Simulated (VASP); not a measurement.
# Rb (Pm-3m) in VASP: further runs

The runs below take Rb through single point, with BLYP.

Program: VASP 6.6.1. These are calculated values, not measurements. Logs are shortened: lines on timing, memory, paths and dates and some standing lists are left out, and cuts for length are marked.

**1. The cell of the first run**

The structure is cubic, space group Pm-3m (No. 221). The conventional cell has a = 4.785 Å, b = 4.785 Å, c = 4.785 Å, α = 90.00°, β = 90.00°, γ = 90.00°.

This isn't the form of Rb at room conditions, which is bcc.

**2. Single point, BLYP (109.53 Å³/atom)**

The input, INCAR:

```
  AGGAC = 1.0
  AGGAX = 1.0
  ALDAC = 0.0
  ALDAX = 1.0
  ALGO = Normal
  EDIFF = 1E-6
  ENCUT = 520
  GGA = B5
  ISIF = 2
  ISMEAR = -1
  LASPH = T
  LCHARG = F
  LREAL = F
  LWAVE = F
  NBANDS = 10
  NELM = 60
  PREC = Accurate
  SIGMA = 0.1
```

The input, KPOINTS:

```
k-points
0
Gamma
  8 8 8
```

The input, POSCAR:

```
Rb
1.0
    4.7846459728      0.0000000000      0.0000000000
    0.0000000000      4.7846459728      0.0000000000
    0.0000000000      0.0000000000      4.7846459728
Rb
1
Direct
    0.0000000000      0.0000000000      0.0000000000
```

Potentials or basis: VASP PAW PBE potentials, release 64 (Rb_sv).

The run is started by

```sh
$ cat potpaw_PBE.64/Rb_sv/POTCAR > POTCAR
$ mpirun -np 1 vasp_std > vasp.out
```

OUTCAR:

```text
EDIFF = 1E-6
   ENCUT = 520
   GGA = B5
   ISIF = 2
   ISMEAR = -1
   LASPH = T
   LREAL = F
   NELM = 60
   PREC = Accurate

 ion  position               nearest neighbor table
   1  0.000  0.000  0.000-

  LATTYP: Found a simple cubic cell.
 ALAT       =     4.7846459728

  Lattice vectors:

 A1 = (   4.7846459728,   0.0000000000,   0.0000000000)
 A2 = (   0.0000000000,   4.7846459728,   0.0000000000)
 A3 = (   0.0000000000,   0.0000000000,   4.7846459728)

Analysis of symmetry for initial positions (statically):
=====================================================================
 Subroutine PRICEL returns:
 Original cell was already a primitive cell.

 Routine SETGRP: Setting up the symmetry group for a
 simple cubic supercell.

 Subroutine GETGRP returns: Found 48 space group operations
 (whereof 48 operations were pure point group operations)
 out of a pool of 48 trial point group operations.

The static configuration has the point symmetry O_h .

Analysis of symmetry for dynamics (positions and initial velocities):
=====================================================================
 Subroutine PRICEL returns:
 Original cell was already a primitive cell.

 Routine SETGRP: Setting up the symmetry group for a
 simple cubic supercell.

 Subroutine GETGRP returns: Found 48 space group operations
 (whereof 48 operations were pure point group operations)
 out of a pool of 48 trial point group operations.

The dynamic configuration has the point symmetry O_h .

 Subroutine INISYM returns: Found 48 space group operations
 (whereof 48 operations are pure point group operations),
 and found     1 'primitive' translations

----------------------------------------------------------------------------------------

                                     Primitive cell

  volume of cell :     109.5341

  direct lattice vectors                    reciprocal lattice vectors
     4.784645973  0.000000000  0.000000000     0.209001879  0.000000000  0.000000000
     0.000000000  4.784645973  0.000000000     0.000000000  0.209001879  0.000000000
     0.000000000  0.000000000  4.784645973     0.000000000  0.000000000  0.209001879

  length of vectors
     4.784645973  4.784645973  4.784645973     0.209001879  0.209001879  0.209001879

  position of ions in fractional coordinates (direct lattice)
     0.000000000  0.000000000  0.000000000

  ion indices of the primitive-cell ions
   primitive index   ion index
                 1           1

----------------------------------------------------------------------------------------

 KPOINTS: k-points

Automatic generation of k-mesh.
 Grid dimensions read from file:
 generate k-points for:    8    8    8

 Generating k-lattice:

  Cartesian coordinates                     Fractional coordinates (reciprocal lattice)
     0.026125235  0.000000000  0.000000000     0.125000000  0.000000000  0.000000000
     0.000000000  0.026125235  0.000000000     0.000000000  0.125000000  0.000000000
     0.000000000  0.000000000  0.026125235     0.000000000  0.000000000  0.125000000

  Length of vectors
     0.026125235  0.026125235  0.026125235

  Shift w.r.t. Gamma in fractional coordinates (k-lattice)
     0.000000000  0.000000000  0.000000000

 Subroutine IBZKPT returns following result:
 ===========================================

 Found     35 irreducible k-points:

 Following reciprocal coordinates:
            Coordinates               Weight
  0.000000  0.000000  0.000000      1.000000
  0.125000  0.000000  0.000000      6.000000
  0.250000  0.000000  0.000000      6.000000
  0.375000  0.000000  0.000000      6.000000
  0.500000  0.000000  0.000000      3.000000
  0.125000  0.125000  0.000000     12.000000
[... 16 lines left out ...]
  0.375000  0.375000  0.125000     24.000000
  0.500000  0.375000  0.125000     24.000000
 [... further k-points ...]
   k-points           NKPTS =     35   k-points in BZ     NKDIM =     35   number of bands    NBANDS=     10
   number of dos      NEDOS =    301   number of ions     NIONS =      1
   total plane-waves  NPLWV =  46656
   dimension x,y,z NGX =    36 NGY =   36 NGZ =   36
   dimension x,y,z NGXF=    72 NGYF=   72 NGZF=   72
   ions per type =               1
   NGX,Y,Z   is equivalent  to a cutoff of  12.51, 12.51, 12.51 a.u.
   NGXF,Y,Z  is equivalent  to a cutoff of  25.02, 25.02, 25.02 a.u.
 SYSTEM =  unknown system
   PREC   = accura    normal or accurate (medium, high low for compatibility)
   ISTART =      0    job   : 0-new  1-cont  2-samecut
   ICHARG =      2    charge: 1-file 2-atom 10-const
   ISPIN  =      1    spin polarized calculation?
   LNONCOLLINEAR =      F non collinear calculations
   LSORBIT =      F    spin-orbit coupling
   LASPH  =      T    aspherical Exc in radial PAW
   ENCUT  =  520.0 eV  38.22 Ry    6.18 a.u.   8.90  8.90  8.90*2*pi/ulx,y,z
   NELM   =     60;   NELMIN=  2; NELMDL= -5     # of ELM steps
   EDIFF  = 0.1E-05   stopping-criterion for ELM
   LREAL  =      F    real-space projection
   EDIFFG = 0.1E-04   stopping-criterion for IOM
   NSW    =      0    number of steps for IOM
   IBRION =     -1    ionic relax: 0-MD 1-quasi-New 2-CG
   NFREE  =      0    steps in history (QN), initial steepest desc. (CG)
   ISIF   =      2    stress and relaxation
   ISYM   =      2    0-nonsym 1-usesym 2-fastsym
   POTIM  = 0.5000    time-step for ionic-motion
   TEBEG  =    0.0;   TEEND  =   0.0 temperature during run
   PSTRESS=    0.0 pullay stress
   NELECT =       9.0000    total number of electrons
   NUPDOWN=      -1.0000    fix difference up-down
   EMIN   =  10.00;   EMAX   =-10.00  energy-range for DOS
   EFERMI =   0.00;   METHOD = LEGACY
   ISMEAR =    -1;   SIGMA  =   0.10  broadening in eV -4-tet -1-fermi 0-gaus
   EFERMI_NEDOS =   21; number of points for ismear=-14 and -15
   IALGO  =     38    algorithm
   IMIX   =      4    mixing-type and parameters
     AMIX     =   0.40;   BMIX     =  1.00
     AMIX_MAG =   1.60;   BMIX_MAG =  1.00
  volume/ion in A,a.u.               =     109.53       739.17
  Fermi-wavevector in a.u.,A,eV,Ry     =   0.711715  1.344946  6.891863  0.506538
  Thomas-Fermi vector in A             =   1.798899
   LORBIT       =      0    0 simple, 1 ext, 2 COOP (PROOUT), +10 PAW based schemes
   GGA     = B5    functional components
   LHFCALC =     F    Hartree Fock is set to
   AEXX    =    0.0000 exact exchange contribution
   IVDW    =     0    specifies the selected vdW correction
   LEPSILON=     F    determine dielectric tensor
   LRPA    =     F    only Hartree local field effects (RPA)
 non-spin polarized calculation
  energy-cutoff  :      520.00
  volume of cell :      109.53
 maximum number of plane-waves:      3016
 NGX is ok and might be reduce to    36
   NGX = 17   NGY = 17   NGZ = 17

 number of electron       9.0000001 magnetization

 Free energy of the ion-electron system (eV)
  ---------------------------------------------------
  ext. energy  EPLUGINS =         0.00000000
  ---------------------------------------------------
  free energy    TOTEN  =        -0.55632799 eV

  energy without entropy =       -0.52795981  energy(sigma->0) =       -0.54214390

 E-fermi :   0.0443     XC(G=0):  -4.5748

 val. band max:       -0.0535493348   @ k =   0.3750   0.2500   0.1250
 cond. band min:       0.0694773708   @ k =   0.5000   0.1250   0.1250
 fundamental gap:      0.1230267056
 Fermi energy:         0.0442916887

 k-point     1 :       0.0000    0.0000    0.0000
  band No.  band energies     occupation
      1     -29.0919      2.00000
      2     -13.1889      2.00000
      3     -13.1889      2.00000
      4     -13.1889      2.00000
      5      -1.6632      2.00000
      6       2.2345      0.00000
      7       2.2345      0.00000
      8       5.3113      0.00000
      9       5.3210      0.00000
     10       5.3467      0.00000

 k-point     2 :       0.1250    0.0000    0.0000
  band No.  band energies     occupation
      1     -29.0915      2.00000
      2     -13.2017      2.00000
      3     -13.1878      2.00000
      4     -13.1878      2.00000
      5      -1.5385      2.00000
      6       2.1621      0.00000
      7       2.2910      0.00000
      8       4.7450      0.00000
      9       4.7450      0.00000
     10       4.9541      0.00000

 k-point     3 :       0.2500    0.0000    0.0000
  band No.  band energies     occupation
      1     -29.0905      2.00000
      2     -13.2324      2.00000
      3     -13.1853      2.00000
      4     -13.1853      2.00000
      5      -1.1814      1.99999
      6       1.7804      0.00000
      7       2.4412      0.00000
      8       4.2565      0.00000
      9       4.2565      0.00000
     10       4.7699      0.00000

 k-point     4 :       0.3750    0.0000    0.0000
  band No.  band energies     occupation
      1     -29.0895      2.00000
      2     -13.2627      2.00000
      3     -13.1827      2.00000
      4     -13.1827      2.00000
      5      -0.6477      1.99803
      6       1.0859      0.00006
      7       2.6176      0.00000
      8       3.9394      0.00000
      9       3.9394      0.00000
     10       5.2530      0.00000

 k-point     5 :       0.5000    0.0000    0.0000
  band No.  band energies     occupation
      1     -29.0891      2.00000
      2     -13.2752      2.00000
      3     -13.1816      2.00000
      4     -13.1816      2.00000
      5      -0.2148      1.86051
      6       0.5710      0.01027
      7       2.7014      0.00000
      8       3.8299      0.00000
      9       3.8299      0.00000
     10       5.4747      0.00000

 k-point     6 :       0.1250    0.1250    0.0000
  band No.  band energies     occupation
      1     -29.0911      2.00000
      2     -13.2011      2.00000
      3     -13.2001      2.00000
      4     -13.1868      2.00000
      5      -1.4142      2.00000
      6       2.1924      0.00000
      7       2.2673      0.00000
      8       4.1495      0.00000
      9       4.6376      0.00000
     10       5.0983      0.00000

 k-point     7 :       0.2500    0.1250    0.0000
  band No.  band energies     occupation
      1     -29.0901      2.00000
      2     -13.2312      2.00000
      3     -13.1979      2.00000
      4     -13.1842      2.00000
      5      -1.0581      1.99997
      6       1.8570      0.00000
      7       2.4040      0.00000
      8       3.7620      0.00000
      9       4.2804      0.00000
     10       5.1109      0.00000

 k-point     8 :       0.3750    0.1250    0.0000
  band No.  band energies     occupation
      1     -29.0891      2.00000
      2     -13.2613      2.00000
      3     -13.1951      2.00000
      4     -13.1817      2.00000
      5      -0.5230      1.99315
      6       1.1563      0.00003
      7       2.6163      0.00000
      8       3.5926      0.00000
      9       3.9834      0.00000
     10       5.1275      0.00000

 k-point     9 :       0.5000    0.1250    0.0000
  band No.  band energies     occupation
      1     -29.0887      2.00000
      2     -13.2737      2.00000
      3     -13.1940      2.00000
      4     -13.1806      2.00000
      5      -0.0727      1.52631
      6       0.6223      0.00616
      7       2.7359      0.00000
      8       3.4882      0.00000
      9       3.8770      0.00000
     10       5.1515      0.00000
[... 118 lines left out ...]
 k-point    19 :       0.5000    0.1250    0.1250
  band No.  band energies     occupation
      1     -29.0883      2.00000
      2     -13.2722      2.00000
      3     -13.1933      2.00000
      4     -13.1925      2.00000
      5       0.0695      0.87473
      6       0.6756      0.00362
      7       2.7882      0.00000
      8       3.3286      0.00000
      9       3.7887      0.00000
     10       4.7310      0.00000

 k-point    20 :       0.2500    0.2500    0.1250
  band No.  band energies     occupation
      1     -29.0887      2.00000
      2     -13.2277      2.00000
      3     -13.2259      2.00000
      4     -13.1941      2.00000
      5      -0.5852      1.99631
      6       2.1260      0.00000
      7       2.1567      0.00000
      8       3.3007      0.00000
      9       3.8214      0.00000
     10       4.2957      0.00000

 k-point    21 :       0.3750    0.2500    0.1250
  band No.  band energies     occupation
      1     -29.0877      2.00000
      2     -13.2565      2.00000
      3     -13.2237      2.00000
      4     -13.1914      2.00000
      5      -0.0535      1.45359
      6       1.4362      0.00000
      7       2.4490      0.00000
      8       3.1954      0.00000
      9       3.7074      0.00000
     10       4.2485      0.00000

 k-point    22 :       0.5000    0.2500    0.1250
  band No.  band energies     occupation
      1     -29.0873      2.00000
      2     -13.2686      2.00000
      3     -13.2224      2.00000
      4     -13.1903      2.00000
      5       0.4702      0.02787
      6       0.8294      0.00078
      7       2.8072      0.00000
      8       2.8222      0.00000
      9       3.8609      0.00000
     10       4.1899      0.00000

 k-point    23 :       0.3750    0.3750    0.1250
  band No.  band energies     occupation
      1     -29.0868      2.00000
      2     -13.2535      2.00000
      3     -13.2526      2.00000
      4     -13.1888      2.00000
      5       0.4555      0.03221
      6       1.5684      0.00000
      7       2.0636      0.00000
      8       2.8691      0.00000
      9       3.8248      0.00000
     10       4.1270      0.00000

 k-point    24 :       0.5000    0.3750    0.1250
  band No.  band energies     occupation
      1     -29.0864      2.00000
      2     -13.2650      2.00000
      3     -13.2516      2.00000
      4     -13.1877      2.00000
      5       1.0538      0.00008
      6       1.0543      0.00008
      7       2.2807      0.00000
      8       2.4906      0.00000
      9       4.0104      0.00000
     10       4.0488      0.00000

 [... further k-points ...]
[... 5 lines left out ...]
  --------------------------------------------------------------------------------------
  -------------------------------------------------------------------------------------
  Total        0.0072740      0.0072740      0.0072740     -0.0000000      0.0000000     -0.0000000
  in kB        0.1063977      0.1063977      0.1063977     -0.0000000      0.0000000     -0.0000000
  external PRESSURE =       0.1063977 kB  Pullay stress =       0.0000000 kB

 VOLUME and BASIS-vectors are now :
 -----------------------------------------------------------------------------
  energy-cutoff  :      520.00
  volume of cell :      109.53
      direct lattice vectors                 reciprocal lattice vectors
     4.784645973  0.000000000  0.000000000     0.209001879  0.000000000  0.000000000
     0.000000000  4.784645973  0.000000000     0.000000000  0.209001879  0.000000000
     0.000000000  0.000000000  4.784645973     0.000000000  0.000000000  0.209001879

 POSITION                                       TOTAL-FORCE (eV/Angst)
 -----------------------------------------------------------------------------------
      0.00000      0.00000      0.00000         0.000000      0.000000      0.000000
 -----------------------------------------------------------------------------------
    total drift:                                0.000000      0.000000     -0.000000

  FREE ENERGIE OF THE ION-ELECTRON SYSTEM (eV)
  ---------------------------------------------------
  free  energy   TOTEN  =        -0.5563279943 eV

  energy  without entropy=       -0.5279598103  energy(sigma->0) =       -0.54214390
```

Run time: 72 s. Hardware: 1 thread of Intel Xeon 8259CL, shared host; peak memory 0.21 GiB.

What came out:

```yaml
Free_energy: -0.5563 eV
Pressure: 0.0 GPa
Band_gap_on_the_k_mesh: zero (an odd number of electrons rules out a gap without spin polarisation)
```

Levels at points of the mesh, in eV from the Fermi level:
```csv
k point,band 2,band 3,band 4,band 5,band 6,band 7
"(0.00, 0.00, 0.00)",-13.23,-13.23,-13.23,-1.71,2.19,2.19
"(0.50, 0.00, 0.00)",-13.32,-13.23,-13.23,-0.26,0.53,2.66
"(0.50, 0.50, 0.00)",-13.31,-13.31,-13.22,1.08,1.32,1.99
"(0.50, 0.50, 0.50)",-13.30,-13.30,-13.30,1.85,1.85,1.85
```

Caveat: the PAW data sets were made with another functional, which shifts forces and pressure a little.

**3. Single point, BLYP (113.92 Å³/atom)**

This run uses another cell than the first one, of 113.92 Å³/atom.

The input, INCAR:

```
AGGAC = 1.0
AGGAX = 1.0
ALDAC = 0.0
ALDAX = 1.0
ALGO = Normal
EDIFF = 1E-6
ENCUT = 520
GGA = B5
ISIF = 2
ISMEAR = -1
LASPH = True
LCHARG = False
LREAL = False
LWAVE = False
NBANDS = 10
NELM = 60
PREC = Accurate
SIGMA = 0.1
```

KPOINTS is that of step 2.

The input, POSCAR:

```
Rb
1.0
    4.8476090613      0.0000000000      0.0000000000
    0.0000000000      4.8476090613      0.0000000000
    0.0000000000      0.0000000000      4.8476090613
Rb
1
Direct
    0.0000000000      0.0000000000      0.0000000000
```

Potentials or basis: VASP PAW PBE potentials, release 64 (Rb_sv).

The run is started by

```sh
$ cat potpaw_PBE.64/Rb_sv/POTCAR > POTCAR
$ mpirun -np 1 vasp_std > vasp.out
```

Wall time 76 s (1 thread of Intel Xeon 8259CL, shared host); peak memory 0.21 GiB.

It converged, with:

```
Free energy            : -0.5559 eV
Pressure               : 0.0 GPa
Band gap on the k mesh : zero (an odd number of electrons rules out a gap without spin polarisation)
```

Levels at points of the mesh, in eV from the Fermi level:
```
           k point  band 1  band 2  band 3  band 4  band 5  band 6  band 7  band 8  band 9
(0.00, 0.00, 0.00)  -29.14  -13.24  -13.24  -13.24   -1.66    2.19    2.19    5.18    5.19
(0.50, 0.00, 0.00)  -29.14  -13.32  -13.24  -13.24   -0.26    0.53    2.64    3.74    3.74
(0.50, 0.50, 0.00)  -29.14  -13.31  -13.31  -13.23    1.12    1.27    1.94    1.94    4.10
(0.50, 0.50, 0.50)  -29.14  -13.30  -13.30  -13.30    1.87    1.87    1.87    3.49    3.49
```

Caveat: the PAW data sets were made with another functional, which shifts forces and pressure a little.

(Continued in part 2 of 2.)

The gap in the log of VASP goes by the Fermi energy; the results here count the filled bands.